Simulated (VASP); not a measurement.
# Cu (Fm-3m) in VASP: a series of runs

Aim: see how the results for Cu move with the level of theory and the settings. Levels: r2SCAN, PBE. Tasks: single point.

All numbers are computed with VASP 6.6.1; they aren't measurements. Logs are shortened: lines on timing, memory, paths and dates and some standing lists are left out, and cuts for length are marked.

**1. The cell of the first run**

The structure is cubic, space group Fm-3m (No. 225). The conventional cell has a = 3.642 Å, b = 3.642 Å, c = 3.642 Å, α = 90.00°, β = 90.00°, γ = 90.00°. Within 3.4 Å of Cu (site symmetry m-3m) lie 12 Cu at 2.58 Å.

**2. Single point, r2SCAN**

POSCAR

```
Cu
1.0
    0.0000000000      1.8211632639      1.8211632639
    1.8211632639      0.0000000000      1.8211632639
    1.8211632639      1.8211632639      0.0000000000
Cu
1
Direct
    0.0000000000      0.0000000000      0.0000000000
```

INCAR.step1

```
SYSTEM = Cu
PREC     = Accurate       ! precision mode
ENCUT    = 520            ! plane-wave cutoff, eV
ISMEAR   = -1             ! smearing method
SIGMA    = 0.1            ! smearing width, eV
LREAL    = .FALSE.        ! projectors in reciprocal space
LASPH    = .TRUE.         ! aspherical terms in the spheres
NELM     = 80             ! most SCF steps
NBANDS   = 12             ! bands
GGA      = PE             ! functional
ALGO     = Normal         ! electronic algorithm
EDIFF    = 1E-4           ! SCF threshold, eV
LWAVE    = .TRUE.         ! write WAVECAR
LCHARG   = .FALSE.        ! write CHGCAR
```

INCAR.step2

```
SYSTEM = Cu
PREC     = Accurate       ! precision mode
ENCUT    = 520            ! plane-wave cutoff, eV
EDIFF    = 1E-6           ! SCF threshold, eV
ISMEAR   = -1             ! smearing method
SIGMA    = 0.1            ! smearing width, eV
LREAL    = .FALSE.        ! projectors in reciprocal space
LASPH    = .TRUE.         ! aspherical terms in the spheres
NELM     = 80             ! most SCF steps
ALGO     = Normal         ! electronic algorithm
ISIF     = 2              ! what is computed and relaxed
LWAVE    = .FALSE.        ! write WAVECAR
LCHARG   = .TRUE.         ! write CHGCAR
METAGGA  = R2SCAN         ! meta-GGA
LMIXTAU  = .TRUE.       
LELF     = .TRUE.         ! ELF
LVHAR    = .TRUE.       
NBANDS   = 12             ! bands
ISTART   = 1
```

KPOINTS

```
Automatic mesh
0
G
  16 16 16
  0 0 0
```

Potentials or basis: VASP PAW PBE potentials, release 64 (Cu).

Launch:

```bash
> cat potpaw_PBE.64/Cu/POTCAR > POTCAR
> cp INCAR.step1 INCAR
> mpirun -np 1 vasp_std > vasp.out
> cp INCAR.step2 INCAR
> mpirun -np 1 vasp_std > vasp.out
```

OUTCAR:

```text
SYSTEM = Cu
   PREC = Accurate
   ENCUT = 520
   EDIFF = 1E-6
   ISMEAR = -1
   LREAL = .FALSE.
   LASPH = .TRUE.
   NELM = 80
   ISIF = 2
   METAGGA = R2SCAN
   ISTART = 1

 ion  position               nearest neighbor table
   1  0.000  0.000  0.000-

  LATTYP: Found a face centered cubic cell.
 ALAT       =     3.6423265278

  Lattice vectors:

 A1 = (   0.0000000000,   1.8211632639,   1.8211632639)
 A2 = (   1.8211632639,   0.0000000000,   1.8211632639)
 A3 = (   1.8211632639,   1.8211632639,   0.0000000000)

Analysis of symmetry for initial positions (statically):
=====================================================================
 Subroutine PRICEL returns:
 Original cell was already a primitive cell.

 Routine SETGRP: Setting up the symmetry group for a
 face centered cubic supercell.

 Subroutine GETGRP returns: Found 48 space group operations
[... 9 lines left out ...]

 Routine SETGRP: Setting up the symmetry group for a
 face centered cubic supercell.

 Subroutine GETGRP returns: Found 48 space group operations
[... 11 lines left out ...]
                                     Primitive cell

  volume of cell :      12.0803

  direct lattice vectors                    reciprocal lattice vectors
     0.000000000  1.821163264  1.821163264    -0.274549795  0.274549795  0.274549795
     1.821163264  0.000000000  1.821163264     0.274549795 -0.274549795  0.274549795
     1.821163264  1.821163264  0.000000000     0.274549795  0.274549795 -0.274549795

  length of vectors
     2.575513787  2.575513787  2.575513787     0.475534193  0.475534193  0.475534193

  position of ions in fractional coordinates (direct lattice)
     0.000000000  0.000000000  0.000000000

  ion indices of the primitive-cell ions
   primitive index   ion index
                 1           1

----------------------------------------------------------------------------------------

 KPOINTS: Automatic mesh

Automatic generation of k-mesh.
 Grid dimensions read from file:
 generate k-points for:   16   16   16

 Generating k-lattice:

  Cartesian coordinates                     Fractional coordinates (reciprocal lattice)
    -0.017159362  0.017159362  0.017159362     0.062500000  0.000000000  0.000000000
     0.017159362 -0.017159362  0.017159362     0.000000000  0.062500000  0.000000000
     0.017159362  0.017159362 -0.017159362     0.000000000  0.000000000  0.062500000

  Length of vectors
     0.029720887  0.029720887  0.029720887

  Shift w.r.t. Gamma in fractional coordinates (k-lattice)
     0.000000000  0.000000000  0.000000000

 Subroutine IBZKPT returns following result:
 ===========================================

 Found    145 irreducible k-points:

 Following reciprocal coordinates:
            Coordinates               Weight
  0.000000  0.000000  0.000000      1.000000
  0.062500  0.000000  0.000000      8.000000
  0.125000  0.000000  0.000000      8.000000
  0.187500  0.000000  0.000000      8.000000
  0.250000  0.000000  0.000000      8.000000
  0.312500  0.000000  0.000000      8.000000
[... 16 lines left out ...]
 -0.125000  0.062500  0.000000     24.000000
 -0.062500  0.062500  0.000000     12.000000
 [... further k-points ...]
   k-points           NKPTS =    145   k-points in BZ     NKDIM =    145   number of bands    NBANDS=     12
   number of dos      NEDOS =    301   number of ions     NIONS =      1
   total plane-waves  NPLWV =   8000
   dimension x,y,z NGX =    20 NGY =   20 NGZ =   20
   dimension x,y,z NGXF=    40 NGYF=   40 NGZF=   40
   ions per type =               1
   NGX,Y,Z   is equivalent  to a cutoff of  12.91, 12.91, 12.91 a.u.
   NGXF,Y,Z  is equivalent  to a cutoff of  25.82, 25.82, 25.82 a.u.
 SYSTEM =  Cu
   PREC   = accura    normal or accurate (medium, high low for compatibility)
   ISTART =      1    job   : 0-new  1-cont  2-samecut
   ICHARG =      0    charge: 1-file 2-atom 10-const
   ISPIN  =      1    spin polarized calculation?
   LNONCOLLINEAR =      F non collinear calculations
   LSORBIT =      F    spin-orbit coupling
   LASPH  =      T    aspherical Exc in radial PAW
   ENCUT  =  520.0 eV  38.22 Ry    6.18 a.u.   4.79  4.79  4.79*2*pi/ulx,y,z
   NELM   =     80;   NELMIN=  2; NELMDL=  0     # of ELM steps
   EDIFF  = 0.1E-05   stopping-criterion for ELM
   LREAL  =      F    real-space projection
   EDIFFG = 0.1E-04   stopping-criterion for IOM
   NSW    =      0    number of steps for IOM
   IBRION =     -1    ionic relax: 0-MD 1-quasi-New 2-CG
   NFREE  =      0    steps in history (QN), initial steepest desc. (CG)
   ISIF   =      2    stress and relaxation
   ISYM   =      2    0-nonsym 1-usesym 2-fastsym
   POTIM  = 0.5000    time-step for ionic-motion
   TEBEG  =    0.0;   TEEND  =   0.0 temperature during run
   PSTRESS=    0.0 pullay stress
   NELECT =      11.0000    total number of electrons
   NUPDOWN=      -1.0000    fix difference up-down
   EMIN   =  10.00;   EMAX   =-10.00  energy-range for DOS
[... 42 lines left out ...]
      1      -2.3661      2.00000
      2       4.0594      2.00000
      3       4.0594      2.00000
      4       4.0594      2.00000
      5       4.8448      2.00000
      6       4.8448      2.00000
      7      30.3169      0.00000
      8      33.1694      0.00000
      9      33.1694      0.00000
     10      33.1697      0.00000
     11      35.5374      0.00000
     12      35.5374      0.00000

 k-point     2 :       0.0625    0.0000    0.0000
  band No.  band energies     occupation
      1      -2.2206      2.00000
      2       4.0293      2.00000
      3       4.0858      2.00000
      4       4.0859      2.00000
      5       4.8345      2.00000
      6       4.8345      2.00000
      7      29.4219      0.00000
      8      31.5753      0.00000
      9      32.6788      0.00000
     10      32.6791      0.00000
     11      36.2366      0.00000
     12      36.2366      0.00000

 k-point     3 :       0.1250    0.0000    0.0000
  band No.  band energies     occupation
      1      -1.7902      2.00000
      2       3.9498      2.00000
      3       4.1508      2.00000
      4       4.1509      2.00000
      5       4.8169      2.00000
      6       4.8170      2.00000
      7      26.4442      0.00000
      8      31.0088      0.00000
      9      31.8724      0.00000
     10      31.8726      0.00000
     11      37.5694      0.00000
     12      37.5697      0.00000

 k-point     4 :       0.1875    0.0000    0.0000
  band No.  band energies     occupation
      1      -1.0965      2.00000
      2       3.8541      2.00000
      3       4.2084      2.00000
      4       4.2086      2.00000
      5       4.8346      2.00000
      6       4.8347      2.00000
      7      23.1218      0.00000
      8      30.6806      0.00000
      9      31.1607      0.00000
     10      31.1609      0.00000
     11      37.5519      0.00000
     12      37.8681      0.00000

 k-point     5 :       0.2500    0.0000    0.0000
  band No.  band energies     occupation
      1      -0.1926      2.00000
      2       3.8064      2.00000
      3       4.2063      2.00000
      4       4.2065      2.00000
      5       4.9325      2.00000
      6       4.9327      2.00000
      7      19.9116      0.00000
      8      30.2357      0.00000
      9      30.6134      0.00000
     10      30.6135      0.00000
     11      36.4071      0.00000
     12      36.4072      0.00000
[... 228 lines left out ...]
      1       0.2498      2.00000
      2       3.7645      2.00000
      3       4.1794      2.00000
      4       4.2323      2.00000
      5       4.8621      2.00000
      6       5.1527      2.00000
      7      18.9882      0.00000
      8      27.1101      0.00000
      9      31.2244      0.00000
     10      32.5089      0.00000
     11      34.3309      0.00000
     12      35.6229      0.00000

 k-point    22 :      -0.1875    0.0625    0.0000
  band No.  band energies     occupation
      1      -0.6940      2.00000
      2       3.7860      2.00000
      3       4.2203      2.00000
      4       4.2574      2.00000
      5       4.7401      2.00000
      6       4.9858      2.00000
      7      22.1350      0.00000
      8      27.5460      0.00000
      9      31.9431      0.00000
     10      33.0970      0.00000
     11      35.7321      0.00000
     12      35.8906      0.00000

 k-point    23 :      -0.1250    0.0625    0.0000
  band No.  band energies     occupation
      1      -1.4614      2.00000
      2       3.8797      2.00000
      3       4.1996      2.00000
      4       4.2014      2.00000
      5       4.7318      2.00000
      6       4.8933      2.00000
      7      25.4197      0.00000
      8      28.2109      0.00000
      9      32.2699      0.00000
     10      33.6178      0.00000
     11      36.0237      0.00000
     12      36.6556      0.00000

 k-point    24 :      -0.0625    0.0625    0.0000
  band No.  band energies     occupation
      1      -1.9802      2.00000
      2       3.9741      2.00000
      3       4.1240      2.00000
      4       4.1371      2.00000
      5       4.7834      2.00000
      6       4.8582      2.00000
      7      28.2925      0.00000
      8      29.5124      0.00000
      9      32.1719      0.00000
     10      33.7108      0.00000
     11      35.7390      0.00000
     12      36.5047      0.00000

 [... further k-points ...]
[... 5 lines left out ...]
  --------------------------------------------------------------------------------------
  -------------------------------------------------------------------------------------
  Total       -0.5339345     -0.5339345     -0.5339345     -0.0000000     -0.0000000      0.0000000
  in kB      -70.8144534    -70.8144534    -70.8144534     -0.0000000     -0.0000000      0.0000000
  external PRESSURE =     -70.8144534 kB  Pullay stress =       0.0000000 kB

 VOLUME and BASIS-vectors are now :
 -----------------------------------------------------------------------------
  energy-cutoff  :      520.00
  volume of cell :       12.08
      direct lattice vectors                 reciprocal lattice vectors
     0.000000000  1.821163264  1.821163264    -0.274549795  0.274549795  0.274549795
     1.821163264  0.000000000  1.821163264     0.274549795 -0.274549795  0.274549795
     1.821163264  1.821163264  0.000000000     0.274549795  0.274549795 -0.274549795

 POSITION                                       TOTAL-FORCE (eV/Angst)
 -----------------------------------------------------------------------------------
      0.00000      0.00000      0.00000         0.000000      0.000000      0.000000
 -----------------------------------------------------------------------------------
    total drift:                                0.000000      0.000000      0.000000

  FREE ENERGIE OF THE ION-ELECTRON SYSTEM (eV)
  ---------------------------------------------------
  free  energy   TOTEN  =       -10.8183727497 eV

  energy  without entropy=      -10.8087868306  energy(sigma->0) =      -10.81357979
```

It took 61 s on 1 thread of Intel Xeon 6975P-C, shared host; peak memory 0.14 GiB.

What came out:

| Item | Value |
| --- | --- |
| Free energy | -10.8184 eV |
| Pressure | -7.1 GPa |

Caveat: the PAW data sets were made with another functional, which shifts forces and pressure a little.

**3. Single point, r2SCAN**

This run uses another cell than the first one, of 12.44 Å³/atom, 1.030 times its volume.

POSCAR

```
Cu
1.0
    0.0000000000      1.8390189443      1.8390189443
    1.8390189443      0.0000000000      1.8390189443
    1.8390189443      1.8390189443      0.0000000000
Cu
1
Direct
    0.0000000000      0.0000000000      0.0000000000
```

INCAR.step1

```
SYSTEM = Cu
ALGO     = Normal         ! electronic algorithm
EDIFF    = 1E-4           ! SCF threshold, eV
ENCUT    = 520            ! plane-wave cutoff, eV
GGA      = PE             ! functional
ISMEAR   = -1             ! smearing method
LASPH    = .True.         ! aspherical terms in the spheres
LCHARG   = .False.        ! write CHGCAR
LREAL    = .False.        ! projectors in reciprocal space
LWAVE    = .True.         ! write WAVECAR
NBANDS   = 12             ! bands
NELM     = 100            ! most SCF steps
PREC     = Accurate       ! precision mode
SIGMA    = 0.1            ! smearing width, eV
```

INCAR.step2

```
SYSTEM = Cu
ALGO     = Normal         ! electronic algorithm
EDIFF    = 1E-6           ! SCF threshold, eV
ENCUT    = 520            ! plane-wave cutoff, eV
ISIF     = 2              ! what is computed and relaxed
ISMEAR   = -1             ! smearing method
ISTART   = 1            
LASPH    = .True.         ! aspherical terms in the spheres
LCHARG   = .False.        ! write CHGCAR
LMIXTAU  = .True.       
LREAL    = .False.        ! projectors in reciprocal space
LWAVE    = .False.        ! write WAVECAR
METAGGA  = R2SCAN         ! meta-GGA
NBANDS   = 12             ! bands
NELM     = 100            ! most SCF steps
PREC     = Accurate       ! precision mode
SIGMA    = 0.1            ! smearing width, eV
```

KPOINTS

```
k-points
0
Gamma
  16 16 16
  0 0 0
```

Potentials or basis: VASP PAW PBE potentials, release 64 (Cu).

Launch:

```bash
> cat potpaw_PBE.64/Cu/POTCAR > POTCAR
> cp INCAR.step1 INCAR
> mpirun -np 1 vasp_std > vasp.out
> cp INCAR.step2 INCAR
> mpirun -np 1 vasp_std > vasp.out
```

Run time: 57 s. Hardware: 1 thread of Intel Xeon 6975P-C, shared host; peak memory 0.14 GiB.

Results (log left out):

| Item | Value |
| --- | --- |
| Free energy | -10.7991 eV |
| Pressure | -10.4 GPa |

Levels at points of the mesh, in eV from the Fermi level:
| k point | band 3 | band 4 | band 5 | band 6 | band 7 | band 8 | band 9 | band 10 |
| --- | --- | --- | --- | --- | --- | --- | --- | --- |
| (0.00, 0.00, 0.00) | -2.95 | -2.95 | -2.20 | -2.20 | 22.98 | 25.60 | 25.60 | 25.60 |
| (0.50, 0.00, 0.00) | -2.99 | -1.65 | -1.65 | -0.86 | 3.74 | 21.52 | 22.34 | 22.34 |
| (0.50, 0.50, 0.00) | -1.68 | -1.51 | -1.51 | 1.65 | 7.11 | 13.38 | 13.38 | 17.61 |

Caveat: the PAW data sets were made with another functional, which shifts forces and pressure a little.

**4. Single point, r2SCAN**

This run uses another cell than the first one, of 12.44 Å³/atom, 1.030 times its volume.

POSCAR is that of step 3.

INCAR.step1

```
  PREC = Accurate
  ENCUT = 520
  ISMEAR = -1
  SIGMA = 0.1
  LREAL = False
  LASPH = True
  NELM = 80
  NBANDS = 12
  GGA = PE
  ALGO = Normal
  EDIFF = 1E-4
  LWAVE = True
  LCHARG = False
```

INCAR.step2

```
  PREC = Accurate
  ENCUT = 520
  EDIFF = 1E-6
  ISMEAR = -1
  SIGMA = 0.1
  LREAL = False
  LASPH = True
  NELM = 80
  ALGO = Normal
  ISIF = 2
  LWAVE = False
  LCHARG = False
  METAGGA = R2SCAN
  LMIXTAU = True
  NBANDS = 12
  ISTART = 1
```

KPOINTS

```
regular mesh
0
Gamma
  16 16 16
```

Launch:

```bash
> cat potpaw_PBE.64/Cu/POTCAR > POTCAR
> cp INCAR.step1 INCAR
> mpirun -np 1 vasp_std > vasp.out
> cp INCAR.step2 INCAR
> mpirun -np 1 vasp_std > vasp.out
```

Wall time 63 s (1 thread of Intel Xeon 6975P-C, shared host); peak memory 0.14 GiB.

It converged, with:

- Free energy: -10.7991 eV
- Pressure: -10.4 GPa

Levels at points of the mesh, in eV from the Fermi level:
```csv
k point,band 3,band 4,band 5,band 6,band 7,band 8,band 9,band 10
"(0.00, 0.00, 0.00)",-2.95,-2.95,-2.20,-2.20,22.98,25.60,25.60,25.60
"(0.50, 0.00, 0.00)",-2.99,-1.65,-1.65,-0.86,3.74,21.52,22.34,22.34
"(0.50, 0.50, 0.00)",-1.68,-1.51,-1.51,1.65,7.11,13.38,13.38,17.61
```

Caveat: the PAW data sets were made with another functional, which shifts forces and pressure a little.

**5. Single point, PBE**

This run uses another cell than the first one, of 11.24 Å³/atom, 0.931 times its volume.

INCAR

```
PREC = Accurate
ENCUT = 520
EDIFF = 1E-6
ISMEAR = -1
SIGMA = 0.06122561905347299
LREAL = False
LASPH = True
NELM = 80
ALGO = Normal
ISIF = 2
LWAVE = False
LCHARG = True
GGA = PE
LELF = True
LVHAR = True
NBANDS = 12
```

KPOINTS

```
Automatic mesh
0
Gamma
  26 26 26
```

POSCAR

```
Cu
1.0
    0.0000000000      1.7780789525      1.7780789525
    1.7780789525      0.0000000000      1.7780789525
    1.7780789525      1.7780789525      0.0000000000
Cu
1
Direct
    0.0000000000      0.0000000000      0.0000000000
```

Launch:

```bash
> cat potpaw_PBE.64/Cu/POTCAR > POTCAR
> mpirun -np 1 vasp_std > vasp.out
```

Run time: 60 s. Hardware: 1 thread of Intel Xeon 6975P-C, shared host; peak memory 0.18 GiB.

It converged, with:

```yaml
Free_energy: -3.7062 eV
Pressure: 10.7 GPa
```

Levels at points of the mesh, in eV from the Fermi level:
```
           k point  band 4  band 5  band 6  band 7  band 8  band 9
(0.00, 0.00, 0.00)   -3.20   -2.32   -2.32   22.97   26.00   26.00
(0.50, 0.00, 0.00)   -1.70   -1.70   -1.17    3.99   21.43   22.83
(0.50, 0.50, 0.00)   -1.55   -1.55    1.44    7.44   13.45   13.45
```

**6. Single point, PBE**

This run uses another cell than the first one, of 11.24 Å³/atom, 0.931 times its volume.

INCAR

```
SYSTEM = Cu
PREC     = Accurate       ! precision mode
ENCUT    = 520            ! plane-wave cutoff, eV
EDIFF    = 1E-6           ! SCF threshold, eV
ISMEAR   = -1             ! smearing method
SIGMA    = 0.06122561905347299 ! smearing width, eV
LREAL    = .False.        ! projectors in reciprocal space
LASPH    = .True.         ! aspherical terms in the spheres
NELM     = 60             ! most SCF steps
ALGO     = Normal         ! electronic algorithm
ISIF     = 2              ! what is computed and relaxed
LWAVE    = .False.        ! write WAVECAR
LCHARG   = .False.        ! write CHGCAR
GGA      = PE             ! functional
NBANDS   = 12             ! bands
```

KPOINTS

```
Automatic mesh
0
Gamma
  26 26 26
  0 0 0
```

POSCAR is that of step 5.

Potentials or basis: VASP PAW PBE potentials, release 64 (Cu).

Launch:

```bash
> cat potpaw_PBE.64/Cu/POTCAR > POTCAR
> mpirun -np 1 vasp_std > vasp.out
```

Wall time 58 s (1 thread of Intel Xeon 6975P-C, shared host); peak memory 0.18 GiB.

Results (log left out):

```yaml
Free_energy: -3.7062 eV
Pressure: 10.7 GPa
```

Levels at points of the mesh, in eV from the Fermi level:
```tsv
k point	band 4	band 5	band 6	band 7	band 8	band 9
(0.00, 0.00, 0.00)	-3.20	-2.32	-2.32	22.97	26.00	26.00
(0.50, 0.00, 0.00)	-1.70	-1.70	-1.17	3.99	21.43	22.83
(0.50, 0.50, 0.00)	-1.55	-1.55	1.44	7.44	13.45	13.45
```

**7. Summary**

```tsv
level	cell	k mesh	smearing	gap on the mesh (eV)	pressure (GPa)
r2SCAN	a = 2.576 Å, angles 60.0°, 1 atom	16 × 16 × 16	fermi-dirac 0.1 eV	none	-7.1
r2SCAN	a = 2.601 Å, angles 60.0°, 1 atom	16 × 16 × 16	fermi-dirac 0.1 eV	none	-10.4
PBE	a = 2.515 Å, angles 60.0°, 1 atom	26 × 26 × 26	fermi-dirac 0.0612256 eV	none	10.7
```

Alike in all rows: task single point; potentials or basis VASP PAW PBE potentials, release 64 (Cu); no spin polarisation; cutoff (eV) 520.

Caveats: the PAW data sets were made with another functional, which shifts forces and pressure a little (some runs).

Total energies depend on the potentials used, so only differences within one code and one set of settings carry meaning.
